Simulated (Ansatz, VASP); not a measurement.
Two plane-wave programs on PtS2

File INCAR:

```
SYSTEM = PtS2
  PREC = Accurate
  ENCUT = 520
  EDIFF = 1E-6
  ISMEAR = -1
  SIGMA = 0.02
  LREAL = .False.
  LASPH = .True.
  NELM = 60
  ALGO = Normal
  ISIF = 2
  LWAVE = .False.
  LCHARG = .True.
  GGA = PE
  LELF = .True.
  LVHAR = .True.
  NBANDS = 18
```

Contents of KPOINTS:

```
regular mesh
0
Gamma
  12 12 6
  0 0 0
```

POSCAR

```
PtS2
1.0
    3.7302736589      0.0000000000      0.0000000000
   -1.8651368295      3.2305117517      0.0000000000
    0.0000000000      0.0000000000      5.3788466078
Pt S
1 2
Direct
    0.0000000000      0.0000000000      0.0000000000
    0.3333333333      0.6666666667      0.2127905730
    0.6666666667      0.3333333333      0.7872094270
```

Input for Ansatz:

```yaml
crystal:
  lattice:
    - [3.7302736589, 0.0, 0.0]
    - [-1.8651368295, 3.2305117517, 0.0]
    - [0.0, 0.0, 5.3788466078]
  atoms:
    - { symbol: Pt, position: [0.0, 0.0, 0.0] }
    - { symbol: S, position: [0.3333333333, 0.6666666667, 0.212790573] }
    - { symbol: S, position: [0.6666666667, 0.3333333333, 0.787209427] }
kpoints:
  mp_grid: { grid: [12, 12, 6] }
  band_path:
    path:
      - [0.0, 0.0, 0.0]
      - [0.5, 0.0, 0.0]
      - [0.3333333333, 0.3333333333, 0.0]
      - [0.0, 0.0, 0.5]
      - [0.5, 0.0, 0.5]
      - [0.3333333333, 0.3333333333, 0.5]
      - [0.0, 0.25, 0.3333333333]
      - [-0.184896, 0.184896, -0.117188]
      - [0.0, 0.283854, 0.283854]
    npoints: 1
hamiltonian:
  xc: pbe
scf:
  occupations: { method: fermi_dirac, width: 0.02 }
  n_extra_bands: 4
output:
  forces: true
  stress: true
  eigenvalues: true
```

Change from the starting cell: hydrostatic strain +5.0%.

Alike in both runs: task single point; functional PBE; k mesh 12 × 12 × 6; occupations fermi-dirac, width 0.02 eV; no spin polarisation.

|  | VASP | Ansatz |
| --- | --- | --- |
| version | VASP 6.6.1 | Ansatz 0.2.0 |
| potentials or method | VASP PAW PBE potentials, release 64 (Pt, S) | plane waves, PAW |
| plane-wave cutoff (eV) | 520 | 420 |
| valence electrons in the cell | 22 | 30 |

VASP gave:

```
gap on the k mesh at the Fermi level (eV)                     : 0.84
pressure (GPa)                                                : -5.1
traceless stress, the component that is largest in VASP (GPa) : 5.10
rms of the force components (eV/Å)                            : 0.023
```

Problem. What did Ansatz give for the same quantities?

Solution. gap on the k mesh at the Fermi level (eV): 0.84; pressure (GPa): -4.8; traceless stress, the component that is largest in VASP (GPa): 4.97; rms of the force components (eV/Å): 0.009.

Atom by atom the forces differ by 0.014 eV/Å (rms over components). The functional is the same, so the differences come from potentials, cutoffs and numerics. VASP's potentials hold 22 valence electrons a cell and Ansatz's 30, so a difference there can come from the potentials and not from the codes.

Spin-orbit coupling is off throughout.
